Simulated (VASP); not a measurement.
Wanted: the native input for a VASP 6.6.1 run.

```
Task                   : single point
Functional             : r2SCAN
Potentials or basis    : VASP PAW PBE potentials, release 64 (Ti_sv)
Cutoff                 : 520 eV
k mesh                 : 20 × 20 × 20
Occupations            : gaussian, width 0.15 eV
Spin                   : no spin polarisation
Dipole correction      : no
Further INCAR settings : ALGO = Normal; EDIFF = 1e-07; NBANDS = 12
```

Crystal: Ti.

```xyz
1
Lattice="0.0000 1.9488 1.8676 1.9488 0.0000 1.8676 1.9488 1.9488 0.0000" Properties=species:S:1:pos:R:3 pbc="T T T"
Ti    0.0000    0.0000    0.0000
```

This cell differs from its parent crystal: strain -0.040 along x and y, -0.080 along z.

These files were run (other wordings do the same):

POSCAR

```
Ti
1.0
    0.0000000000      1.9488000000      1.8676000000
    1.9488000000      0.0000000000      1.8676000000
    1.9488000000      1.9488000000      0.0000000000
Ti
1
Direct
    0.0000000000      0.0000000000      0.0000000000
```

INCAR.step1

```
SYSTEM = Ti
PREC = Accurate
ENCUT = 520
ISMEAR = 0
SIGMA = 0.15
LREAL = .False.
LASPH = .True.
NELM = 100
NBANDS = 12
GGA = PE
ALGO = Normal
EDIFF = 1E-4
LWAVE = .True.
LCHARG = .False.
```

INCAR.step2

```
SYSTEM = Ti
PREC = Accurate
ENCUT = 520
EDIFF = 1E-7
ISMEAR = 0
SIGMA = 0.15
LREAL = .False.
LASPH = .True.
NELM = 100
ALGO = Normal
ISIF = 2
LWAVE = .False.
LCHARG = .False.
METAGGA = R2SCAN
LMIXTAU = .True.
NBANDS = 12
ISTART = 1
```

KPOINTS

```
regular mesh
0
Gamma
  20 20 20
  0 0 0
```

Potentials or basis: VASP PAW PBE potentials, release 64 (Ti_sv).

The run is started by

```bash
$ cat potpaw_PBE.64/Ti_sv/POTCAR > POTCAR
$ cp INCAR.step1 INCAR
$ mpirun -np 1 vasp_std > vasp.out
$ cp INCAR.step2 INCAR
$ mpirun -np 1 vasp_std > vasp.out
```

It gave:

The pressure is 31.6 GPa and the band gap on the k mesh is zero (band 6 reaches 11.65 eV, above the bottom of band 7 at 9.99 eV).

Caveat: the cell differs from its parent crystal (strain -0.040 along x and y, -0.080 along z); the PAW data sets were made with another functional, which shifts forces and pressure a little.

Run time: 4.9 min on 1 thread of Intel(R) Xeon(R) Platinum 8375C CPU @ 2.90GHz (Ice Lake), on a shared host, peak memory 0.21 GiB.
